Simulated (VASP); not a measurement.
Input of a VASP 6.6.1 run:

File INCAR:

```
PREC     = Accurate       # precision mode
ENCUT    = 520            # plane-wave cutoff, eV
EDIFF    = 1E-7           # SCF threshold, eV
ISMEAR   = -1             # smearing method
SIGMA    = 0.08           # smearing width, eV
LREAL    = F              # projectors in reciprocal space
LASPH    = T              # aspherical terms in the spheres
NELM     = 80             # most SCF steps
ALGO     = Normal         # electronic algorithm
ISIF     = 2              # what is computed and relaxed
LWAVE    = F              # write WAVECAR
LCHARG   = T              # write CHGCAR
GGA      = PE             # functional
LELF     = T              # ELF
LVHAR    = T            
NBANDS   = 14             # bands
```

Contents of KPOINTS:

```
Automatic mesh
0
Gamma
  10 10 7
```

Contents of POSCAR:

```
Al
1.0
    3.7936366267      0.0000000000      0.0000000000
   -1.8968183134      3.2853856914      0.0000000000
    0.0000000000      0.0000000000      4.8845832357
Al
4
Direct
    0.0000000000      0.0000000000      0.0000000000
    0.0000000000      0.0000000000      0.5000000000
    0.3333333333      0.6666666667      0.2500000000
    0.6666666667      0.3333333333      0.7500000000
```

Potentials or basis: VASP PAW PBE potentials, release 64 (Al).

The run is started by

```console
$ cat potpaw_PBE.64/Al/POTCAR > POTCAR
$ mpirun -np 1 vasp_std > vasp.out
```

**Question.** What does it give for the pressure?

**Answer.** 30.0 GPa.

**Question.** Predict the band gap on the k mesh.

**Answer.** Zero (band 6 reaches 10.00 eV, above the bottom of band 7 at 6.58 eV).
